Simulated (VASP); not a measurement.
# NaCl in VASP: single point with PBE+D3(BJ)

Aim: the single point of NaCl with PBE+D3(BJ).

Everything below comes from runs of VASP 6.6.1. Logs are shortened: lines on timing, memory, paths and dates and some standing lists are left out, and cuts for length are marked.

## 1. The cell of the first run

The cell holds a slab with vacuum, 24 atoms: a = 7.885 Å, b = 7.885 Å, c = 21.575 Å, α = 90.00°, β = 90.00°, γ = 90.00°.

## 2. Single point, PBE+D3(BJ)

Contents of INCAR:

```
  PREC = Accurate
  ENCUT = 520
  EDIFF = 1E-6
  ISMEAR = 0
  SIGMA = 0.05
  LREAL = Auto
  LASPH = True
  NELM = 100
  ALGO = Normal
  ISIF = 2
  LWAVE = False
  LCHARG = True
  LDIPOL = True
  IDIPOL = 3
  DIPOL = 0.5 0.5 0.501
  GGA = PE
  IVDW = 12
  LELF = True
  LVHAR = True
  LVACPOTAV = True
  NBANDS = 102
```

Contents of KPOINTS:

```
Automatic mesh
0
Gamma
  2 2 1
```

Contents of POSCAR:

```
NaCl
1.0
    7.8849376907      0.0000000000      0.0000000000
    0.0000000000      7.8849376907      0.0000000000
    0.0000000000      0.0000000000     21.5754929103
Na Cl
12 12
Direct
    0.2500000000      0.2500000000      0.3707910653
    0.2500000000      0.7500000000      0.3707910653
    0.7500000000      0.2500000000      0.3707910653
    0.7500000000      0.7500000000      0.3707910653
    0.5000000000      0.5000000000      0.5013764456
    0.5000000000      0.0000000000      0.5013764456
    0.0000000000      0.5000000000      0.5013764456
    0.0000000000      0.0000000000      0.5013764456
    0.7500000000      0.7500000000      0.6275839938
    0.7500000000      0.2500000000      0.6275839938
    0.2500000000      0.7500000000      0.6275839938
    0.2500000000      0.2500000000      0.6275839938
    0.5000000000      0.5000000000      0.3707910653
    0.5000000000      0.0000000000      0.3707910653
    0.0000000000      0.5000000000      0.3707910653
    0.0000000000      0.0000000000      0.3707910653
    0.7500000000      0.7500000000      0.4999094568
    0.7500000000      0.2500000000      0.4999094568
    0.2500000000      0.7500000000      0.4999094568
    0.2500000000      0.2500000000      0.4999094568
    0.0000000000      0.0000000000      0.6327019370
    0.0000000000      0.5000000000      0.6327019370
    0.5000000000      0.0000000000      0.6327019370
    0.5000000000      0.5000000000      0.6327019370
```

Potentials or basis: VASP PAW PBE potentials, release 64 (Na_pv, Cl).

Launch:

```bash
$ cat potpaw_PBE.64/Na_pv/POTCAR potpaw_PBE.64/Cl/POTCAR > POTCAR
$ mpirun -np 1 vasp_std > vasp.out
```

OUTCAR:

```text
PREC = Accurate
   ENCUT = 520
   EDIFF = 1E-6
   ISMEAR = 0
   LREAL = Auto
   LASPH = True
   NELM = 100
   ISIF = 2
   GGA = PE
   IVDW = 12
 IVDW          = 12

 ion  position               nearest neighbor table
   1  0.250  0.250  0.371-
   2  0.250  0.750  0.371-
   3  0.750  0.250  0.371-
   4  0.750  0.750  0.371-
   5  0.500  0.500  0.501-
   6  0.500  0.000  0.501-
[... 16 lines left out ...]
  23  0.500  0.000  0.633-
  24  0.500  0.500  0.633-

  LATTYP: Found a simple tetragonal cell.
 ALAT       =     7.8849376907
 C/A-ratio  =     2.7362921251

  Lattice vectors:

 A1 = (   7.8849376907,   0.0000000000,   0.0000000000)
 A2 = (   0.0000000000,   7.8849376907,   0.0000000000)
 A3 = (   0.0000000000,   0.0000000000,  21.5754929103)

Analysis of symmetry for initial positions (statically):
=====================================================================
 Subroutine PRICEL returns following result:

  LATTYP: Found a simple tetragonal cell.
 ALAT       =     3.9424688454
 C/A-ratio  =     5.4725842503

  Lattice vectors:

 A1 = (   3.9424688454,   0.0000000000,   0.0000000000)
 A2 = (   0.0000000000,   3.9424688454,   0.0000000000)
 A3 = (   0.0000000000,   0.0000000000,  21.5754929103)

   4 primitive cells build up your supercell.

 Routine SETGRP: Setting up the symmetry group for a
 simple tetragonal supercell.

 Subroutine GETGRP returns: Found  8 space group operations
 (whereof  8 operations were pure point group operations)
 out of a pool of 16 trial point group operations.

The static configuration has the point symmetry C_4v.

Analysis of symmetry for dynamics (positions and initial velocities):
=====================================================================
 Subroutine PRICEL returns following result:

  LATTYP: Found a simple tetragonal cell.
 ALAT       =     3.9424688454
 C/A-ratio  =     5.4725842503

  Lattice vectors:

 A1 = (   3.9424688454,   0.0000000000,   0.0000000000)
 A2 = (   0.0000000000,   3.9424688454,   0.0000000000)
 A3 = (   0.0000000000,   0.0000000000,  21.5754929103)

   4 primitive cells build up your supercell.

 Routine SETGRP: Setting up the symmetry group for a
 simple tetragonal supercell.

 Subroutine GETGRP returns: Found  8 space group operations
 (whereof  8 operations were pure point group operations)
 out of a pool of 16 trial point group operations.

The dynamic configuration has the point symmetry C_4v.

 Subroutine INISYM returns: Found  8 space group operations
 (whereof  8 operations are pure point group operations),
 and found     4 'primitive' translations

----------------------------------------------------------------------------------------

                                     Primitive cell

  volume of cell :     335.3492

  direct lattice vectors                    reciprocal lattice vectors
     3.942468845  0.000000000  0.000000000     0.253648168  0.000000000  0.000000000
     0.000000000  3.942468845  0.000000000     0.000000000  0.253648168  0.000000000
     0.000000000  0.000000000 21.575492910     0.000000000  0.000000000  0.046348883

  length of vectors
     3.942468845  3.942468845 21.575492910     0.253648168  0.253648168  0.046348883

  position of ions in fractional coordinates (direct lattice)
     0.500000000  0.500000000  0.370791065
     1.000000000  1.000000000  0.501376446
     0.500000000  0.500000000  0.627583994
     1.000000000  1.000000000  0.370791065
     0.500000000  0.500000000  0.499909457
     0.000000000  0.000000000  0.632701937

  ion indices of the primitive-cell ions
   primitive index   ion index
                 1           1
                 2           5
                 3          12
                 4          13
                 5          20
                 6          21

----------------------------------------------------------------------------------------

 KPOINTS: Automatic mesh

Automatic generation of k-mesh.
 Grid dimensions read from file:
 generate k-points for:    2    2    1

 Generating k-lattice:

  Cartesian coordinates                     Fractional coordinates (reciprocal lattice)
     0.063412042  0.000000000  0.000000000     0.500000000  0.000000000  0.000000000
     0.000000000  0.063412042  0.000000000     0.000000000  0.500000000  0.000000000
     0.000000000  0.000000000  0.046348883     0.000000000  0.000000000  1.000000000

  Length of vectors
     0.063412042  0.063412042  0.046348883

  Shift w.r.t. Gamma in fractional coordinates (k-lattice)
     0.000000000  0.000000000  0.000000000

 Subroutine IBZKPT returns following result:
 ===========================================

 Found      3 irreducible k-points:

 Following reciprocal coordinates:
            Coordinates               Weight
  0.000000  0.000000  0.000000      1.000000
  0.500000  0.000000  0.000000      2.000000
  0.500000  0.500000  0.000000      1.000000
   k-points           NKPTS =      3   k-points in BZ     NKDIM =      3   number of bands    NBANDS=    102
   number of dos      NEDOS =    301   number of ions     NIONS =     24
   total plane-waves  NPLWV = 576000
   dimension x,y,z NGX =    60 NGY =   60 NGZ =  160
   dimension x,y,z NGXF=   120 NGYF=  120 NGZF=  320
   ions per type =              12  12
   NGX,Y,Z   is equivalent  to a cutoff of  12.65, 12.65, 12.33 a.u.
   NGXF,Y,Z  is equivalent  to a cutoff of  25.30, 25.30, 24.66 a.u.
 SYSTEM =  unknown system
   PREC   = accura    normal or accurate (medium, high low for compatibility)
   ISTART =      0    job   : 0-new  1-cont  2-samecut
   ICHARG =      2    charge: 1-file 2-atom 10-const
   ISPIN  =      1    spin polarized calculation?
   LNONCOLLINEAR =      F non collinear calculations
   LSORBIT =      F    spin-orbit coupling
   LASPH  =      T    aspherical Exc in radial PAW
   ENCUT  =  520.0 eV  38.22 Ry    6.18 a.u.  14.66 14.66 40.12*2*pi/ulx,y,z
   NELM   =    100;   NELMIN=  2; NELMDL= -5     # of ELM steps
   EDIFF  = 0.1E-05   stopping-criterion for ELM
   LREAL  =      T    real-space projection
   EDIFFG = 0.1E-04   stopping-criterion for IOM
   NSW    =      0    number of steps for IOM
   IBRION =     -1    ionic relax: 0-MD 1-quasi-New 2-CG
   NFREE  =      0    steps in history (QN), initial steepest desc. (CG)
   ISIF   =      2    stress and relaxation
   ISYM   =      2    0-nonsym 1-usesym 2-fastsym
   POTIM  = 0.5000    time-step for ionic-motion
   TEBEG  =    0.0;   TEEND  =   0.0 temperature during run
   PSTRESS=    0.0 pullay stress
   NELECT =     168.0000    total number of electrons
   NUPDOWN=      -1.0000    fix difference up-down
   EMIN   =  10.00;   EMAX   =-10.00  energy-range for DOS
   EFERMI =   0.00;   METHOD = LEGACY
   ISMEAR =     0;   SIGMA  =   0.05  broadening in eV -4-tet -1-fermi 0-gaus
   EFERMI_NEDOS =   21; number of points for ismear=-14 and -15
   IALGO  =     38    algorithm
   IMIX   =      4    mixing-type and parameters
     AMIX     =   0.40;   BMIX     =  1.00
     AMIX_MAG =   1.60;   BMIX_MAG =  1.00
  volume/ion in A,a.u.               =      55.89       377.17
  Fermi-wavevector in a.u.,A,eV,Ry     =   0.819078  1.547834  9.128006  0.670890
  Thomas-Fermi vector in A             =   1.929819
   LORBIT       =      0    0 simple, 1 ext, 2 COOP (PROOUT), +10 PAW based schemes
   GGA     = PE    functional components
   LHFCALC =     F    Hartree Fock is set to
   AEXX    =    0.0000 exact exchange contribution
   IVDW    =    12    specifies the selected vdW correction
   LEPSILON=     F    determine dielectric tensor
   LRPA    =     F    only Hartree local field effects (RPA)
 non-spin polarized calculation
 Gauss-broadening in eV      SIGMA  =   0.05
  energy-cutoff  :      520.00
  volume of cell :     1341.40
 maximum number of plane-waves:     36129
 NGX is ok and might be reduce to    60
   NGX = 29   NGY = 29   NGZ = 81

 number of electron     168.0000073 magnetization

 dipolmoment           0.000000      0.000000      0.130375 electrons x Angstroem

 Free energy of the ion-electron system (eV)
  ---------------------------------------------------
  ext. energy  EPLUGINS =         0.00000000
  ---------------------------------------------------
  free energy    TOTEN  =       -80.13693667 eV

  energy without entropy =      -80.13693667  energy(sigma->0) =      -80.13693667

 E-fermi :  -3.9474     XC(G=0):  -3.7090

 val. band max:       -4.2263380063   @ k =   0.0000   0.0000   0.0000
 cond. band min:       0.7883468289   @ k =   0.0000   0.0000   0.0000
 fundamental gap:      5.0146848352
 Fermi energy:        -3.9473851114

 k-point     1 :       0.0000    0.0000    0.0000
  band No.  band energies     occupation
      1     -25.3380      2.00000
      2     -25.3369      2.00000
      3     -25.3369      2.00000
      4     -25.3358      2.00000
      5     -25.3067      2.00000
      6     -25.3067      2.00000
[... 88 lines left out ...]
     95       3.3014      0.00000
     96       3.3014      0.00000

 k-point     2 :       0.5000    0.0000    0.0000
  band No.  band energies     occupation
      1     -25.3375      2.00000
      2     -25.3375      2.00000
      3     -25.3363      2.00000
      4     -25.3363      2.00000
      5     -25.3032      2.00000
      6     -25.3032      2.00000
[... 88 lines left out ...]
     95       3.6147      0.00000
     96       3.6147      0.00000

 k-point     3 :       0.5000    0.5000    0.0000
  band No.  band energies     occupation
      1     -25.3369      2.00000
      2     -25.3369      2.00000
      3     -25.3369      2.00000
      4     -25.3369      2.00000
      5     -25.2966      2.00000
      6     -25.2966      2.00000
[... 88 lines left out ...]
     95       3.5535      0.00000
     96       3.5535      0.00000
 [bands above 96 left out]

------------------------ aborting loop because EDIFF is reached ----------------------------------------

 Edisp (eV)   -3.94673

 E8    (eV) :    -1.7124

  FORCE on cell =-STRESS in cart. coord.  units (eV):
  Direction    XX          YY          ZZ          XY          YZ          ZX
  --------------------------------------------------------------------------------------
  -------------------------------------------------------------------------------------
  Total      -2.69903    -2.69903    -0.02976     0.00000     0.00000     0.00000
  in kB      -3.22375    -3.22375    -0.03555     0.00000     0.00000     0.00000
  external pressure =       -2.16 kB  Pullay stress =        0.00 kB

 VOLUME and BASIS-vectors are now :
 -----------------------------------------------------------------------------
  energy-cutoff  :      520.00
  volume of cell :     1341.40
      direct lattice vectors                 reciprocal lattice vectors
     7.884937691  0.000000000  0.000000000     0.126824084  0.000000000  0.000000000
     0.000000000  7.884937691  0.000000000     0.000000000  0.126824084  0.000000000
     0.000000000  0.000000000 21.575492910     0.000000000  0.000000000  0.046348883

 POSITION                                       TOTAL-FORCE (eV/Angst)
 -----------------------------------------------------------------------------------
      1.97123      1.97123      8.00000        -0.000000      0.000000      0.136561
      1.97123      5.91370      8.00000        -0.000000      0.000000      0.136561
      5.91370      1.97123      8.00000        -0.000000      0.000000      0.136561
      5.91370      5.91370      8.00000        -0.000000     -0.000000      0.136561
      3.94247      3.94247     10.81744        -0.000000      0.000000      0.004058
      3.94247      0.00000     10.81744        -0.000000     -0.000000      0.004058
[... 16 lines left out ...]
      3.94247      0.00000     13.65086         0.000000      0.000000      0.003469
      3.94247      3.94247     13.65086         0.000000      0.000000      0.003469
 -----------------------------------------------------------------------------------
    total drift:                                0.000000     -0.000000     -0.019585

  FREE ENERGIE OF THE ION-ELECTRON SYSTEM (eV)
  ---------------------------------------------------
  free  energy   TOTEN  =       -84.0836666761 eV

  energy  without entropy=      -84.0836666761  energy(sigma->0) =      -84.08366668

 vacuum level on the upper side and lower side of the slab         2.541         2.162
```

Wall time 28 min (1 thread of Oxide Virtual Turin-like, shared host); peak memory 1.1 GiB.

Results:

```
Free energy                : -84.0837 eV
Largest force              : 0.152 eV/Å
Band gap on the k mesh     : 5.01 eV
Dispersion energy per atom : -0.164 eV
```

Forces on the atoms (eV/Å):
```
Na   0.000  0.000  0.137
Na   0.000  0.000  0.137
Na   0.000  0.000  0.137
Na   0.000  0.000  0.137
Na   0.000  0.000  0.004
Na   0.000  0.000  0.004
Na   0.000  0.000  0.004
Na   0.000  0.000  0.004
Na   0.000  0.000  0.002
Na   0.000  0.000  0.002
Na   0.000  0.000  0.002
Na   0.000  0.000  0.002
Cl   0.000  0.000 -0.152
Cl   0.000  0.000 -0.152
Cl   0.000  0.000 -0.152
Cl   0.000  0.000 -0.152
Cl   0.000  0.000  0.006
Cl   0.000  0.000  0.006
Cl   0.000  0.000  0.006
Cl   0.000  0.000  0.006
Cl   0.000  0.000  0.003
Cl   0.000  0.000  0.003
Cl   0.000  0.000  0.003
Cl   0.000  0.000  0.003
```
